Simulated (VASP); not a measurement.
# Zr (Fm-3m) in VASP: a series of runs

The runs below take Zr through electric field gradients, with PBE.

Everything below comes from runs of VASP 6.6.1. Logs are shortened: lines on timing, memory, paths and dates and some standing lists are left out, and cuts for length are marked.

### Step 1. The cell of the first run

It takes space group Fm-3m (No. 225, cubic). The conventional cell has a = 4.510 Å, b = 4.510 Å, c = 4.510 Å, α = 90.00°, β = 90.00°, γ = 90.00°. Zr (site symmetry m-3m) has 12 Zr at 3.19 Å within 4.2 Å.

### Step 2. Electric field gradients, PBE

File INCAR:

```
SYSTEM = Zr
PREC = Accurate
ENCUT = 520
EDIFF = 1E-8
ISMEAR = -1
SIGMA = 0.05
LREAL = .False.
LASPH = .True.
NELM = 100
ALGO = Normal
ISIF = 2
LWAVE = .False.
LCHARG = .False.
GGA = PE
LEFG = .True.
NBANDS = 12
```

File KPOINTS:

```
Automatic mesh
0
Gamma
  13 13 13
  0 0 0
```

File POSCAR:

```
Zr
1.0
    0.0000000000      2.2550000000      2.2550000000
    2.2550000000      0.0000000000      2.2550000000
    2.2550000000      2.2550000000      0.0000000000
Zr
1
Direct
    0.0000000000      0.0000000000      0.0000000000
```

Potentials or basis: VASP PAW PBE potentials, release 64 (Zr_sv).

Started as:

```console
cat potpaw_PBE.64/Zr_sv/POTCAR > POTCAR
mpirun -np 1 vasp_std > vasp.out
```

OUTCAR:

```text
SYSTEM = Zr
   PREC = Accurate
   ENCUT = 520
   EDIFF = 1E-8
   ISMEAR = -1
   LREAL = .False.
   LASPH = .True.
   NELM = 100
   ISIF = 2
   GGA = PE

 ion  position               nearest neighbor table
   1  0.000  0.000  0.000-

  LATTYP: Found a face centered cubic cell.
 ALAT       =     4.5100000000

  Lattice vectors:

 A1 = (   0.0000000000,   2.2550000000,   2.2550000000)
 A2 = (   2.2550000000,   0.0000000000,   2.2550000000)
 A3 = (   2.2550000000,   2.2550000000,   0.0000000000)

Analysis of symmetry for initial positions (statically):
=====================================================================
 Subroutine PRICEL returns:
 Original cell was already a primitive cell.

 Routine SETGRP: Setting up the symmetry group for a
 face centered cubic supercell.

 Subroutine GETGRP returns: Found 48 space group operations
 (whereof 48 operations were pure point group operations)
 out of a pool of 48 trial point group operations.

The static configuration has the point symmetry O_h .

Analysis of symmetry for dynamics (positions and initial velocities):
=====================================================================
 Subroutine PRICEL returns:
 Original cell was already a primitive cell.

 Routine SETGRP: Setting up the symmetry group for a
 face centered cubic supercell.

 Subroutine GETGRP returns: Found 48 space group operations
 (whereof 48 operations were pure point group operations)
 out of a pool of 48 trial point group operations.

The dynamic configuration has the point symmetry O_h .

 Subroutine INISYM returns: Found 48 space group operations
 (whereof 48 operations are pure point group operations),
 and found     1 'primitive' translations

----------------------------------------------------------------------------------------

                                     Primitive cell

  volume of cell :      22.9335

  direct lattice vectors                    reciprocal lattice vectors
     0.000000000  2.255000000  2.255000000    -0.221729490  0.221729490  0.221729490
     2.255000000  0.000000000  2.255000000     0.221729490 -0.221729490  0.221729490
     2.255000000  2.255000000  0.000000000     0.221729490  0.221729490 -0.221729490

  length of vectors
     3.189051583  3.189051583  3.189051583     0.384046742  0.384046742  0.384046742

  position of ions in fractional coordinates (direct lattice)
     0.000000000  0.000000000  0.000000000

  ion indices of the primitive-cell ions
   primitive index   ion index
                 1           1

----------------------------------------------------------------------------------------

 KPOINTS: Automatic mesh

Automatic generation of k-mesh.
 Grid dimensions read from file:
 generate k-points for:   13   13   13

 Generating k-lattice:

  Cartesian coordinates                     Fractional coordinates (reciprocal lattice)
    -0.017056115  0.017056115  0.017056115     0.076923077  0.000000000  0.000000000
     0.017056115 -0.017056115  0.017056115     0.000000000  0.076923077  0.000000000
     0.017056115  0.017056115 -0.017056115     0.000000000  0.000000000  0.076923077

  Length of vectors
     0.029542057  0.029542057  0.029542057

  Shift w.r.t. Gamma in fractional coordinates (k-lattice)
     0.000000000  0.000000000  0.000000000

 Subroutine IBZKPT returns following result:
 ===========================================

 Found     84 irreducible k-points:

 Following reciprocal coordinates:
            Coordinates               Weight
  0.000000  0.000000  0.000000      1.000000
  0.076923  0.000000  0.000000      8.000000
  0.153846  0.000000  0.000000      8.000000
  0.230769  0.000000  0.000000      8.000000
  0.307692  0.000000  0.000000      8.000000
  0.384615  0.000000  0.000000      8.000000
[... 16 lines left out ...]
  0.384615  0.153846  0.000000     24.000000
  0.461538  0.153846  0.000000     24.000000
 [... further k-points ...]
   k-points           NKPTS =     84   k-points in BZ     NKDIM =     84   number of bands    NBANDS=     12
   number of dos      NEDOS =    301   number of ions     NIONS =      1
   total plane-waves  NPLWV =  13824
   dimension x,y,z NGX =    24 NGY =   24 NGZ =   24
   dimension x,y,z NGXF=    48 NGYF=   48 NGZF=   48
   ions per type =               1
   NGX,Y,Z   is equivalent  to a cutoff of  12.51, 12.51, 12.51 a.u.
   NGXF,Y,Z  is equivalent  to a cutoff of  25.02, 25.02, 25.02 a.u.
 SYSTEM =  Zr
   PREC   = accura    normal or accurate (medium, high low for compatibility)
   ISTART =      0    job   : 0-new  1-cont  2-samecut
   ICHARG =      2    charge: 1-file 2-atom 10-const
   ISPIN  =      1    spin polarized calculation?
   LNONCOLLINEAR =      F non collinear calculations
   LSORBIT =      F    spin-orbit coupling
   LASPH  =      T    aspherical Exc in radial PAW
   ENCUT  =  520.0 eV  38.22 Ry    6.18 a.u.   5.93  5.93  5.93*2*pi/ulx,y,z
   NELM   =    100;   NELMIN=  2; NELMDL= -5     # of ELM steps
   EDIFF  = 0.1E-07   stopping-criterion for ELM
   LREAL  =      F    real-space projection
   EDIFFG = 0.1E-06   stopping-criterion for IOM
   NSW    =      0    number of steps for IOM
   IBRION =     -1    ionic relax: 0-MD 1-quasi-New 2-CG
   NFREE  =      0    steps in history (QN), initial steepest desc. (CG)
   ISIF   =      2    stress and relaxation
   ISYM   =      2    0-nonsym 1-usesym 2-fastsym
   POTIM  = 0.5000    time-step for ionic-motion
   TEBEG  =    0.0;   TEEND  =   0.0 temperature during run
   PSTRESS=    0.0 pullay stress
   NELECT =      12.0000    total number of electrons
   NUPDOWN=      -1.0000    fix difference up-down
   EMIN   =  10.00;   EMAX   =-10.00  energy-range for DOS
   EFERMI =   0.00;   METHOD = LEGACY
   ISMEAR =    -1;   SIGMA  =   0.05  broadening in eV -4-tet -1-fermi 0-gaus
   EFERMI_NEDOS =   21; number of points for ismear=-14 and -15
   IALGO  =     38    algorithm
   IMIX   =      4    mixing-type and parameters
     AMIX     =   0.40;   BMIX     =  1.00
     AMIX_MAG =   1.60;   BMIX_MAG =  1.00
  volume/ion in A,a.u.               =      22.93       154.76
  Fermi-wavevector in a.u.,A,eV,Ry     =   1.319204  2.492935 23.678216  1.740300
  Thomas-Fermi vector in A             =   2.449119
   LORBIT       =      0    0 simple, 1 ext, 2 COOP (PROOUT), +10 PAW based schemes
   GGA     = PE    functional components
   LHFCALC =     F    Hartree Fock is set to
   AEXX    =    0.0000 exact exchange contribution
   IVDW    =     0    specifies the selected vdW correction
   LEPSILON=     F    determine dielectric tensor
   LRPA    =     F    only Hartree local field effects (RPA)
 non-spin polarized calculation
  energy-cutoff  :      520.00
  volume of cell :       22.93
 maximum number of plane-waves:       628
   NGX = 11   NGY = 11   NGZ = 11

 number of electron      12.0000000 magnetization

 Free energy of the ion-electron system (eV)
  ---------------------------------------------------
  ext. energy  EPLUGINS =         0.00000000
  ---------------------------------------------------
  free energy    TOTEN  =        -8.48414381 eV

  energy without entropy =       -8.46997464  energy(sigma->0) =       -8.47705923

 E-fermi :   9.0498     XC(G=0): -11.1513

 val. band max:        9.0430299892   @ k =  -0.3077   0.3077   0.0000
 cond. band min:       9.0693161311   @ k =   0.1538   0.1538   0.0000
 fundamental gap:      0.0262861419
 Fermi energy:         9.0497932123

 k-point     1 :       0.0000    0.0000    0.0000
  band No.  band energies     occupation
      1     -39.6245      2.00000
      2     -17.1198      2.00000
      3     -17.1198      2.00000
      4     -17.1198      2.00000
      5       3.4787      2.00000
      6      10.0380      0.00000
      7      10.0380      0.00000
      8      10.0380      0.00000
      9      12.4968      0.00000
     10      12.4968      0.00000
     11      19.5805      0.00000
     12      23.8154      0.00000

 k-point     2 :       0.0769    0.0000    0.0000
  band No.  band energies     occupation
      1     -39.6161      2.00000
      2     -17.1814      2.00000
      3     -17.1274      2.00000
      4     -17.1274      2.00000
      5       3.6718      2.00000
      6       9.8613      0.00000
      7      10.1278      0.00000
      8      10.1278      0.00000
      9      12.4073      0.00000
     10      12.4073      0.00000
     11      19.9928      0.00000
     12      23.0222      0.00000

 k-point     3 :       0.1538    0.0000    0.0000
  band No.  band energies     occupation
      1     -39.5927      2.00000
      2     -17.3492      2.00000
      3     -17.1483      2.00000
      4     -17.1483      2.00000
      5       4.2100      2.00000
      6       9.4605      0.00054
      7      10.3230      0.00000
      8      10.3230      0.00000
      9      12.2664      0.00000
     10      12.2664      0.00000
     11      20.8570      0.00000
     12      21.9301      0.00000
[... 286 lines left out ...]
 k-point    23 :       0.3846    0.1538    0.0000
  band No.  band energies     occupation
      1     -39.4947      2.00000
      2     -17.8687      2.00000
      3     -17.3144      2.00000
      4     -17.2944      2.00000
      5       6.3318      2.00000
      6       8.5040      1.99996
      7       9.5828      0.00005
      8      10.8089      0.00000
      9      13.2315      0.00000
     10      14.0093      0.00000
     11      20.0639      0.00000
     12      22.2256      0.00000

 k-point    24 :       0.4615    0.1538    0.0000
  band No.  band energies     occupation
      1     -39.4715      2.00000
      2     -18.0001      2.00000
      3     -17.3631      2.00000
      4     -17.3024      2.00000
      5       6.6082      2.00000
      6       8.7103      1.99775
      7       9.5942      0.00004
      8      10.5953      0.00000
      9      14.3794      0.00000
     10      14.3848      0.00000
     11      18.8845      0.00000
     12      21.2040      0.00000

 [... further k-points ...]

------------------------ aborting loop because EDIFF is reached ----------------------------------------

  FORCE on cell =-STRESS in cart. coord.  units (eV):
  Direction    XX          YY          ZZ          XY          YZ          ZX
  --------------------------------------------------------------------------------------
  -------------------------------------------------------------------------------------
  Total        0.1707365      0.1707365      0.1707365      0.0000000      0.0000000      0.0000000
  in kB       11.9279928     11.9279928     11.9279928      0.0000000      0.0000000      0.0000000
  external PRESSURE =      11.9279928 kB  Pullay stress =       0.0000000 kB

 VOLUME and BASIS-vectors are now :
 -----------------------------------------------------------------------------
  energy-cutoff  :      520.00
  volume of cell :       22.93
      direct lattice vectors                 reciprocal lattice vectors
     0.000000000  2.255000000  2.255000000    -0.221729490  0.221729490  0.221729490
     2.255000000  0.000000000  2.255000000     0.221729490 -0.221729490  0.221729490
     2.255000000  2.255000000  0.000000000     0.221729490  0.221729490 -0.221729490

 POSITION                                       TOTAL-FORCE (eV/Angst)
 -----------------------------------------------------------------------------------
      0.00000      0.00000      0.00000        -0.000000      0.000000     -0.000000
 -----------------------------------------------------------------------------------
    total drift:                                0.000000      0.000000      0.000000

  FREE ENERGIE OF THE ION-ELECTRON SYSTEM (eV)
  ---------------------------------------------------
  free  energy   TOTEN  =        -8.4841438131 eV

  energy  without entropy=       -8.4699746387  energy(sigma->0) =       -8.47705923

 Electric field gradients (V/A^2)
---------------------------------------------------------------------
 ion       V_xx      V_yy      V_zz      V_xy      V_xz      V_yz
---------------------------------------------------------------------
   1      -0.000    -0.000     0.000    -0.000    -0.000    -0.000
---------------------------------------------------------------------

 Electric field gradients after diagonalization (V/A^2)
 (convention: |V_zz| > |V_xx| > |V_yy|)
----------------------------------------------------------------------
 ion       V_xx      V_yy      V_zz     asymmetry (V_yy - V_xx)/ V_zz
----------------------------------------------------------------------
   1       0.000     0.000    -0.000       0.000
----------------------------------------------------------------------

           NMR quadrupolar parameters

 Cq : quadrupolar parameter    Cq=e*Q*V_zz/h
 eta: asymmetry parameters     (V_yy - V_xx)/ V_zz
 Q  : nuclear electric quadrupole moment in mb (millibarn)
----------------------------------------------------------------------
 ion       Cq(MHz)       eta       Q (mb)
----------------------------------------------------------------------
   1      -0.000       0.000       1.000
----------------------------------------------------------------------
```

Wall time 15 s (1 thread of Intel Xeon Platinum 8259CL at 2.50GHz (Skylake/Cascade Lake), shared host); peak memory 0.15 GiB.

What came out:

```
Free energy            : -8.4841 eV
Pressure               : 1.2 GPa
Band gap on the k mesh : zero (band 6 reaches 10.04 eV, above the bottom of band 7 at 8.48 eV)
```

Levels at points of the mesh, in eV from the Fermi level:
```csv
k point,band 3,band 4,band 5,band 6,band 7,band 8,band 9,band 10
"(0.00, 0.00, 0.00)",-26.17,-26.17,-5.57,0.99,0.99,0.99,3.45,3.45
```

Caveat: without QUAD_EFG the Cq values of the log hold for a quadrupole moment of 1 mb, not for the nuclei.

(Continued in part 2 of 2.)
